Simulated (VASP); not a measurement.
A run of VASP 6.6.1 is set up as follows.

File INCAR:

```
ALGO = Normal ; EDIFF = 1E-6
ENCUT = 520 ; GGA = PE
ISIF = 2 ; ISMEAR = 0
LASPH = True ; LCHARG = False
LREAL = False ; LWAVE = False
NBANDS = 12 ; NELM = 80
PREC = Accurate ; SIGMA = 0.15
```

The input KPOINTS:

```
k-points
0
Gamma
  10 10 10
```

The input POSCAR:

```
Ag
1.0
    0.0000000000      2.0431000000      2.0941775000
    2.0431000000      0.0000000000      2.0941775000
    2.0431000000      2.0431000000      0.0000000000
Ag
1
Direct
    0.0000000000      0.0000000000      0.0000000000
```

Potentials or basis: VASP PAW PBE potentials, release 64 (Ag).

Run with:

```console
$ cat potpaw_PBE.64/Ag/POTCAR > POTCAR
$ mpirun -np 1 vasp_std > vasp.out
```

(1) Estimate the pressure.

Answers

(1) 2.1 GPa.

Caveat: the cell differs from its parent crystal (strain +0.0250 x Voigt [0, 0, 1, 0, 0, 0]).
